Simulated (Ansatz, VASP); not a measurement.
## Pb8CS8O: VASP beside Ansatz

```
Pb S C O
1.0
     8.49804    0.00000    0.00000
     0.00000    8.49804    0.00000
     0.00000    0.00000   20.71663
Pb S C O
8 8 1 1
Direct
  0.25000 0.25000 0.19308
  0.25000 0.75000 0.19308
  0.75000 0.25000 0.19308
  0.75000 0.75000 0.19308
  0.00000 0.00000 0.32421
  0.00000 0.50000 0.32421
  0.50000 0.00000 0.32421
  0.50000 0.50000 0.32421
  0.00000 0.00000 0.19308
  0.00000 0.50000 0.19308
  0.50000 0.00000 0.19308
  0.50000 0.50000 0.19308
  0.25000 0.25000 0.32310
  0.25000 0.75000 0.32310
  0.75000 0.25000 0.32310
  0.75000 0.75000 0.32310
  0.65757 0.00000 0.40917
  0.84243 0.00000 0.40917
```

Alike in both runs: task single point; functional PBE; k mesh 3 × 3 × 1; occupations gaussian, width 0.05 eV; no spin polarisation.

|  | VASP | Ansatz |
| --- | --- | --- |
| version | VASP 6.6.1 | Ansatz 0.2.0 |
| potentials or method | VASP PAW PBE potentials, release 64 (Pb_d, S, C, O), cutoff 520 eV | scalar-relativistic, plane waves, PAW |
| valence electrons in the cell | 170 | 170 |

Ansatz gave:

| Item | Value |
| --- | --- |
| gap on the k mesh at the Fermi level (eV) | 0.49 |
| least direct gap on the mesh (eV) | 0.49 |
| rms of the force components (eV/Å) | 1.978 |

Problem. Which values does VASP return?

Solution. gap on the k mesh at the Fermi level (eV): 0.49; least direct gap on the mesh (eV): 0.49; rms of the force components (eV/Å): 1.967.

With one functional, cell and mesh, what is left measures potentials, basis and numerics.

Neither program's run includes spin-orbit coupling.
